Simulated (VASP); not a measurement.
A run of VASP 6.6.1:

The input INCAR:

```
PREC = Accurate
ENCUT = 520
EDIFF = 1E-7
ISMEAR = -1
SIGMA = 0.05
LREAL = False
LASPH = True
NELM = 100
ALGO = Normal
ISIF = 2
LWAVE = False
LCHARG = False
NBANDS = 22
```

The input KPOINTS:

```
Automatic mesh
0
Gamma
  11 11 3
```

The input POSCAR:

```
Re
1.0
    2.7663873939      0.0000000000      0.0000000000
   -1.3831936969      2.3957617598      0.0000000000
    0.0000000000      0.0000000000      8.9388451600
Re
4
Direct
    0.6666666667      0.3333333333      0.7500000000
    0.0000000000      0.0000000000      0.5000000000
    0.3333333333      0.6666666667      0.2500000000
    0.0000000000      0.0000000000      0.0000000000
```

Potentials or basis: VASP PAW LDA potentials, release 64 (Re).

Command:

```bash
$ cat potpaw_LDA.64/Re/POTCAR > POTCAR
$ mpirun -np 1 vasp_std > vasp.out
```

Hardware: 1 thread of Intel(R) Xeon(R) 6975P-C (Granite Rapids), on a shared host.

Problem. How long does it take, and how much memory?

Solution. Run time: 35 s on 1 thread of Intel(R) Xeon(R) 6975P-C (Granite Rapids), on a shared host, peak memory 0.17 GiB. Counts: scf iterations 15, k points 32.
